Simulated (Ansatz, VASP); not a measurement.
## Ge: VASP beside Ansatz

```
CELL_PARAMETERS angstrom
1.52999 -2.66782 0.00000
1.52999 2.66782 0.00000
0.00000 0.00000 4.47197
ATOMIC_POSITIONS crystal
Ge 0.66655 0.33345 0.25000
Ge 0.33345 0.66655 0.75000
```

Alike in both runs: task single point; functional PBEsol; dispersion D3(BJ); k mesh 20 × 20 × 12; occupations gaussian, width 0.15 eV; no spin polarisation.

|  | VASP | Ansatz |
| --- | --- | --- |
| version | VASP 6.6.1 | Ansatz 0.2.0 |
| potentials or method | VASP PAW PBE potentials, release 64 (Ge_d), cutoff 520 eV | scalar-relativistic, plane waves, PAW |
| valence electrons in the cell | 28 | 28 |

```tsv
	VASP	Ansatz	Ansatz less VASP
gap on the k mesh at the Fermi level (eV)	none	none	-
pressure (GPa)	-2.2	-2.2	-0.05
traceless stress, the component that is largest in VASP (GPa)	2.28	2.28	+0.001
rms of the force components (eV/Å)	0.004	0.004	0.0000
```

VASP's potentials were made for PBE, not for PBEsol. Atom by atom the forces differ by 0.000 eV/Å (rms over components). A gap of «none» marks a metal or a gap that the smearing closes.
